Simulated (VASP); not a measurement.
Input of a VASP 6.6.1 run:

The input INCAR:

```
ALGO = Normal
EDIFF = 1E-6
ENCUT = 500
GGA = PE
GGA_COMPAT = F
ISIF = 2
ISMEAR = 0
LASPH = T
LCHARG = F
LREAL = F
LWAVE = F
NBANDS = 46
NELM = 120
PREC = Accurate
SIGMA = 0.1
```

Contents of KPOINTS:

```
k-points
0
Gamma
  4 4 4
```

File POSCAR:

```
Al2Ga3P5
1.0
    0.0002876540     -3.9124089735      0.0000586084
    3.9128489800     -0.0002931396      0.0005495896
   -1.9552016465      1.9554915202     13.6596500201
Al Ga P
2 3 5
Direct
    0.8000543785      0.7998089839      0.5999774515
    0.2001834266      0.1998085298      0.4000023833
    0.5998857711      0.6000405958      0.1999998955
   -0.0000209528      0.0000389514     -0.0000042779
    0.3999528125      0.4000672209      0.8000018033
    0.9499235951      0.4501238534      0.9000014017
    0.3497173569      0.8498273383      0.6994115520
    0.7501538178      0.2498998813      0.4999936345
    0.1501892395      0.6502403603      0.3005991465
    0.5499605549      0.0501442851      0.1000170097
```

Potentials or basis: VASP PAW PBE potentials, release 64 (Al, Ga_d, P).

Launch:

```sh
$ cat potpaw_PBE.64/Al/POTCAR potpaw_PBE.64/Ga_d/POTCAR potpaw_PBE.64/P/POTCAR > POTCAR
$ mpirun -np 1 vasp_std > vasp.out
```

Question: Predict the largest force.

Answer: 0.011 eV/Å.

Question: What does it give for the pressure?

Answer: -0.1 GPa.

Question: What does it give for the band gap on the k mesh?

Answer: 1.49 eV.

Forces in eV/Å, atoms in the order of the input:
```
Al   0.002  0.001 -0.009
Al   0.003  0.001  0.010
Ga   0.001  0.000  0.006
Ga   0.001  0.000  0.001
Ga   0.001  0.000 -0.006
P   -0.002 -0.001  0.006
P   -0.002 -0.001  0.000
P   -0.001  0.001  0.001
P   -0.002 -0.001 -0.001
P   -0.002  0.000 -0.008
```

A k mesh can miss the band edges.
